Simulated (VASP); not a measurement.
# SiO2 (I-42d) in VASP: further runs

The runs below take SiO2 through single point, with LDA.

Everything below comes from runs of VASP 6.6.1. Logs are shortened: lines on timing, memory, paths and dates and some standing lists are left out, and cuts for length are marked.

## 1. The cell of the first run

The structure is tetragonal, space group I-42d (No. 122). Conventional cell: a = 4.748 Å, b = 4.748 Å, c = 7.488 Å, α = 90.00°, β = 90.00°, γ = 90.00°. Within 2.2 Å of Si (site symmetry -4) lie 4 O at 1.62 Å. Within 2.2 Å of O (site symmetry 2) lie 2 Si at 1.62 Å.

## 2. Single point, LDA

Contents of INCAR:

```
  ALGO = Normal
  EDIFF = 1E-6
  ENCUT = 520
  ISIF = 2
  ISMEAR = 0
  LASPH = T
  LCHARG = F
  LREAL = F
  LWAVE = F
  NBANDS = 25
  NELM = 60
  PREC = Accurate
  SIGMA = 0.01
```

Contents of KPOINTS:

```
k-points
0
Gamma
  6 6 6
```

Contents of POSCAR:

```
SiO2
1.0
   -2.3740500000      2.3740500000      3.7440000000
    2.3740500000     -2.3740500000      3.7440000000
    2.3740500000      2.3740500000     -3.7440000000
Si O
2 4
Direct
    0.0000000000      0.0000000000      0.0000000000
    0.7500000000      0.2500000000      0.5000000000
    0.9983800000      0.6250000000      0.8733800000
    0.3750000000      0.2483800000      0.3733800000
    0.7516200000      0.1250000000      0.1266200000
    0.8750000000      0.0016200000      0.6266200000
```

Potentials or basis: VASP PAW LDA potentials, release 64 (Si, O).

On the command line:

```bash
cat potpaw_LDA.64/Si/POTCAR potpaw_LDA.64/O/POTCAR > POTCAR
mpirun -np 1 vasp_std > vasp.out
```

OUTCAR:

```text
EDIFF = 1E-6
   ENCUT = 520
   ISIF = 2
   ISMEAR = 0
   LASPH = T
   LREAL = F
   NELM = 60
   PREC = Accurate

 ion  position               nearest neighbor table
   1  0.000  0.000  0.000-   3 1.62   4 1.62   5 1.62   6 1.62   2 3.02   2 3.02   2 3.02   2 3.02

   2  0.750  0.250  0.500-   3 1.62   4 1.62   5 1.62   6 1.62   1 3.02   1 3.02   1 3.02   1 3.02

   3  0.998  0.625  0.873-   1 1.62   2 1.62
   4  0.375  0.248  0.373-   1 1.62   2 1.62
   5  0.752  0.125  0.127-   1 1.62   2 1.62
   6  0.875  0.002  0.627-   1 1.62   2 1.62

  LATTYP: Found a body centered tetragonal cell.
 ALAT       =     4.7481000000
 C/A-ratio  =     1.5770518734

  Lattice vectors:

 A1 = (  -2.3740500000,   2.3740500000,   3.7440000000)
 A2 = (   2.3740500000,  -2.3740500000,   3.7440000000)
 A3 = (   2.3740500000,   2.3740500000,  -3.7440000000)

Analysis of symmetry for initial positions (statically):
=====================================================================
 Subroutine PRICEL returns:
 Original cell was already a primitive cell.

 Routine SETGRP: Setting up the symmetry group for a
 body centered tetragonal supercell.

 Subroutine GETGRP returns: Found  8 space group operations
 (whereof  4 operations were pure point group operations)
 out of a pool of 16 trial point group operations.

The static configuration has the point symmetry S_4 .
 The point group associated with its full space group is D_2d.

Analysis of symmetry for dynamics (positions and initial velocities):
=====================================================================
 Subroutine PRICEL returns:
 Original cell was already a primitive cell.

 Routine SETGRP: Setting up the symmetry group for a
 body centered tetragonal supercell.

 Subroutine GETGRP returns: Found  8 space group operations
 (whereof  4 operations were pure point group operations)
 out of a pool of 16 trial point group operations.

The dynamic configuration has the point symmetry S_4 .
 The point group associated with its full space group is D_2d.

 Subroutine INISYM returns: Found  8 space group operations
 (whereof  4 operations are pure point group operations),
 and found     1 'primitive' translations

----------------------------------------------------------------------------------------

                                     Primitive cell

  volume of cell :      84.4064

  direct lattice vectors                    reciprocal lattice vectors
    -2.374050000  2.374050000  3.744000000     0.000000000  0.210610560  0.133547009
     2.374050000 -2.374050000  3.744000000     0.210610560  0.000000000  0.133547009
     2.374050000  2.374050000 -3.744000000     0.210610560  0.210610560  0.000000000

  length of vectors
     5.028892801  5.028892801  5.028892801     0.249382460  0.249382460  0.297848310

  position of ions in fractional coordinates (direct lattice)
     0.000000000  0.000000000  0.000000000
     0.750000000  0.250000000  0.500000000
     0.998380000  0.625000000  0.873380000
     0.375000000  0.248380000  0.373380000
     0.751620000  0.125000000  0.126620000
     0.875000000  0.001620000  0.626620000

  ion indices of the primitive-cell ions
   primitive index   ion index
                 1           1
                 2           2
                 3           3
                 4           4
                 5           5
                 6           6

----------------------------------------------------------------------------------------

 KPOINTS: k-points

Automatic generation of k-mesh.
 Grid dimensions read from file:
 generate k-points for:    6    6    6

 Generating k-lattice:

  Cartesian coordinates                     Fractional coordinates (reciprocal lattice)
     0.000000000  0.035101760  0.022257835     0.166666667  0.000000000  0.000000000
     0.035101760  0.000000000  0.022257835     0.000000000  0.166666667  0.000000000
     0.035101760  0.035101760  0.000000000     0.000000000  0.000000000  0.166666667

  Length of vectors
     0.041563743  0.041563743  0.049641385

  Shift w.r.t. Gamma in fractional coordinates (k-lattice)
     0.000000000  0.000000000  0.000000000

 Subroutine IBZKPT returns following result:
 ===========================================

 Found     30 irreducible k-points:

 Following reciprocal coordinates:
            Coordinates               Weight
  0.000000  0.000000  0.000000      1.000000
  0.166667  0.000000  0.000000      8.000000
  0.333333 -0.000000  0.000000      8.000000
  0.500000  0.000000  0.000000      4.000000
  0.166667  0.166667  0.000000      8.000000
  0.333333  0.166667  0.000000     16.000000
[... 16 lines left out ...]
 -0.333333 -0.333333  0.166667      8.000000
 -0.166667 -0.333333  0.166667      8.000000
 [... further k-points ...]
   k-points           NKPTS =     30   k-points in BZ     NKDIM =     30   number of bands    NBANDS=     25
   number of dos      NEDOS =    301   number of ions     NIONS =      6
   total plane-waves  NPLWV =  64000
   dimension x,y,z NGX =    40 NGY =   40 NGZ =   40
   dimension x,y,z NGXF=    80 NGYF=   80 NGZF=   80
   ions per type =               2   4
   NGX,Y,Z   is equivalent  to a cutoff of  13.22, 13.22, 13.22 a.u.
   NGXF,Y,Z  is equivalent  to a cutoff of  26.45, 26.45, 26.45 a.u.
 SYSTEM =  unknown system
   PREC   = accura    normal or accurate (medium, high low for compatibility)
   ISTART =      0    job   : 0-new  1-cont  2-samecut
   ICHARG =      2    charge: 1-file 2-atom 10-const
   ISPIN  =      1    spin polarized calculation?
   LNONCOLLINEAR =      F non collinear calculations
   LSORBIT =      F    spin-orbit coupling
   LASPH  =      T    aspherical Exc in radial PAW
   ENCUT  =  520.0 eV  38.22 Ry    6.18 a.u.   9.35  9.35  9.35*2*pi/ulx,y,z
   NELM   =     60;   NELMIN=  2; NELMDL= -5     # of ELM steps
   EDIFF  = 0.1E-05   stopping-criterion for ELM
   LREAL  =      F    real-space projection
   EDIFFG = 0.1E-04   stopping-criterion for IOM
   NSW    =      0    number of steps for IOM
   IBRION =     -1    ionic relax: 0-MD 1-quasi-New 2-CG
   NFREE  =      0    steps in history (QN), initial steepest desc. (CG)
   ISIF   =      2    stress and relaxation
   ISYM   =      2    0-nonsym 1-usesym 2-fastsym
   POTIM  = 0.5000    time-step for ionic-motion
   TEBEG  =    0.0;   TEEND  =   0.0 temperature during run
   PSTRESS=    0.0 pullay stress
   NELECT =      32.0000    total number of electrons
   NUPDOWN=      -1.0000    fix difference up-down
   EMIN   =  10.00;   EMAX   =-10.00  energy-range for DOS
   EFERMI =   0.00;   METHOD = LEGACY
   ISMEAR =     0;   SIGMA  =   0.01  broadening in eV -4-tet -1-fermi 0-gaus
   EFERMI_NEDOS =   21; number of points for ismear=-14 and -15
   IALGO  =     38    algorithm
   IMIX   =      4    mixing-type and parameters
     AMIX     =   0.40;   BMIX     =  1.00
     AMIX_MAG =   1.60;   BMIX_MAG =  1.00
  volume/ion in A,a.u.               =      14.07        94.93
  Fermi-wavevector in a.u.,A,eV,Ry     =   1.184858  2.239057 19.101062  1.403888
  Thomas-Fermi vector in A             =   2.321064
   LORBIT       =      0    0 simple, 1 ext, 2 COOP (PROOUT), +10 PAW based schemes
   GGA     = CA    functional components
   LHFCALC =     F    Hartree Fock is set to
   AEXX    =    0.0000 exact exchange contribution
   IVDW    =     0    specifies the selected vdW correction
   LEPSILON=     F    determine dielectric tensor
   LRPA    =     F    only Hartree local field effects (RPA)
 non-spin polarized calculation
 Gauss-broadening in eV      SIGMA  =   0.01
  energy-cutoff  :      520.00
  volume of cell :       84.41
 maximum number of plane-waves:      2317
 NGX is ok and might be reduce to    40
   NGX = 19   NGY = 19   NGZ = 19

 number of electron      32.0000013 magnetization

 Free energy of the ion-electron system (eV)
  ---------------------------------------------------
  ext. energy  EPLUGINS =         0.00000000
  ---------------------------------------------------
  free energy    TOTEN  =       -51.82313010 eV

  energy without entropy =      -51.82313010  energy(sigma->0) =      -51.82313010

 E-fermi :  -0.2694     XC(G=0):  -9.1268

 val. band max:       -0.3764647668   @ k =   0.0000   0.0000   0.0000
 cond. band min:       5.4405507158   @ k =   0.0000   0.0000   0.0000
 fundamental gap:      5.8170154826
 Fermi energy:        -0.2694378858

 k-point     1 :       0.0000    0.0000    0.0000
  band No.  band energies     occupation
      1     -19.2365      2.00000
      2     -17.0455      2.00000
      3     -17.0237      2.00000
      4     -17.0237      2.00000
      5      -9.2171      2.00000
      6      -5.6938      2.00000
[... 17 lines left out ...]
     24      13.0194      0.00000
     25      13.4058      0.00000

 k-point     2 :       0.1667    0.0000    0.0000
  band No.  band energies     occupation
      1     -19.1472      2.00000
      2     -17.1808      2.00000
      3     -17.0498      2.00000
      4     -17.0241      2.00000
      5      -9.0161      2.00000
      6      -5.7732      2.00000
[... 17 lines left out ...]
     24      12.7391      0.00000
     25      13.2452      0.00000

 k-point     3 :       0.3333   -0.0000    0.0000
  band No.  band energies     occupation
      1     -18.9208      2.00000
      2     -17.5201      2.00000
      3     -17.0669      2.00000
      4     -17.0346      2.00000
      5      -8.5600      2.00000
      6      -6.0113      2.00000
[... 17 lines left out ...]
     24      12.3398      0.00000
     25      13.5143      0.00000

 k-point     4 :       0.5000    0.0000    0.0000
  band No.  band energies     occupation
      1     -18.7584      2.00000
      2     -17.7368      2.00000
      3     -17.0726      2.00000
      4     -17.0425      2.00000
      5      -8.2850      2.00000
      6      -6.1725      2.00000
[... 17 lines left out ...]
     24      12.4452      0.00000
     25      13.1660      0.00000
[... 477 lines left out ...]
 k-point    22 :      -0.1667    0.5000    0.1667
  band No.  band energies     occupation
      1     -18.7031      2.00000
      2     -17.8065      2.00000
      3     -17.0820      2.00000
      4     -17.0438      2.00000
      5      -8.1100      2.00000
      6      -6.3195      2.00000
[... 17 lines left out ...]
     24      12.6505      0.00000
     25      13.2493      0.00000

 k-point    23 :      -0.3333   -0.3333    0.1667
  band No.  band energies     occupation
      1     -18.7147      2.00000
      2     -17.7946      2.00000
      3     -17.0672      2.00000
      4     -17.0603      2.00000
      5      -8.0631      2.00000
      6      -6.3791      2.00000
[... 17 lines left out ...]
     24      12.8511      0.00000
     25      13.2514      0.00000

 k-point    24 :      -0.1667   -0.3333    0.1667
  band No.  band energies     occupation
      1     -18.9330      2.00000
      2     -17.5166      2.00000
      3     -17.0536      2.00000
      4     -17.0421      2.00000
      5      -8.5079      2.00000
      6      -5.9800      2.00000
[... 17 lines left out ...]
     24      12.9045      0.00000
     25      13.4353      0.00000

 [... further k-points ...]
[... 5 lines left out ...]
  --------------------------------------------------------------------------------------
  -------------------------------------------------------------------------------------
  Total       -0.9013360     -0.9013360     -1.9098999      0.0000000      0.0000000      0.0000000
  in kB      -17.1088866    -17.1088866    -36.2531411      0.0000000      0.0000000      0.0000000
  external PRESSURE =     -23.4903048 kB  Pullay stress =       0.0000000 kB

 VOLUME and BASIS-vectors are now :
 -----------------------------------------------------------------------------
  energy-cutoff  :      520.00
  volume of cell :       84.41
      direct lattice vectors                 reciprocal lattice vectors
    -2.374050000  2.374050000  3.744000000     0.000000000  0.210610560  0.133547009
     2.374050000 -2.374050000  3.744000000     0.210610560  0.000000000  0.133547009
     2.374050000  2.374050000 -3.744000000     0.210610560  0.210610560  0.000000000

 POSITION                                       TOTAL-FORCE (eV/Angst)
 -----------------------------------------------------------------------------------
      0.00000      0.00000      0.00000        -0.000000     -0.000000      0.000000
      0.00000      2.37405      1.87200        -0.000000     -0.000000     -0.000000
      1.18702      2.95987      2.80800        -0.000000     -0.252393      0.000000
      0.58582      1.18702      0.93600        -0.252393     -0.000000      0.000000
     -1.18702      1.78823      2.80800        -0.000000      0.252393     -0.000000
     -0.58582      3.56107      0.93600         0.252393     -0.000000     -0.000000
 -----------------------------------------------------------------------------------
    total drift:                                0.000002      0.000002      0.000003

  FREE ENERGIE OF THE ION-ELECTRON SYSTEM (eV)
  ---------------------------------------------------
  free  energy   TOTEN  =       -51.8231301045 eV

  energy  without entropy=      -51.8231301045  energy(sigma->0) =      -51.82313010
```

Run time: 44 s. Hardware: 1 thread of AMD EPYC 9R45 (Zen 5), shared host; peak memory 0.18 GiB.

Results:

| Item | Value |
| --- | --- |
| Free energy | -51.8231 eV |
| Pressure | -2.3 GPa |
| Largest force | 0.252 eV/Å |
| Band gap on the k mesh | 5.82 eV, direct |

Forces on the atoms (eV/Å):
```
Si   0.000  0.000  0.000
Si   0.000  0.000  0.000
O    0.000 -0.252  0.000
O   -0.252  0.000  0.000
O    0.000  0.252  0.000
O    0.252  0.000  0.000
```

Stress tensor (GPa, compression positive):
```
-1.71  0.00  0.00
 0.00 -1.71  0.00
 0.00  0.00 -3.63
```

A k mesh can miss the band edges. Expect the measured gap to be larger: semilocal functionals such as LDA lack the derivative discontinuity.

[end of part 1 of 2]
